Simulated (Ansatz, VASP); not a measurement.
# One calculation of Sn2Te, two programs

```
Sn Te
1.0
     4.06485    0.00000    0.00000
    -2.03242    3.52026    0.00000
     0.00000    0.00000    6.46096
Sn Te
2 1
Direct
  0.66667 0.33333 0.82116
  0.33333 0.66667 0.17884
  0.00000 0.00000 0.50000
```

Change from the starting cell: species swapped into the Sc2C type (P-3m1, No. 164).

Alike in both runs: task relaxation of cell and atoms; functional PBE; k mesh 12 × 12 × 6; occupations gaussian, width 0.1 eV; no spin polarisation.

|  | VASP | Ansatz |
| --- | --- | --- |
| version | VASP 6.6.1 | Ansatz 0.2.0 |
| potentials or method | VASP PAW PBE potentials, release 64 (Sn_d, Te), cutoff 600 eV | scalar-relativistic, plane waves, PAW |
| valence electrons in the cell | 34 | 44 |

Ansatz gave:

* gap on the k mesh at the Fermi level, each at its own relaxed structure (eV): none
* relaxed volume (Å³/atom): 30.86
* relaxed cell length with the largest relative difference (Å): 5.726

**Question.** What did VASP give for the same quantities?

**Answer.** gap on the k mesh at the Fermi level, each at its own relaxed structure (eV): none; relaxed volume (Å³/atom): 30.86; relaxed cell length with the largest relative difference (Å): 5.719.

A gap of «none» marks a metal or a gap that the smearing closes. VASP's potentials hold 34 valence electrons a cell and Ansatz's 44, so a difference there can come from the potentials and not from the codes.

Spin-orbit coupling is off throughout.
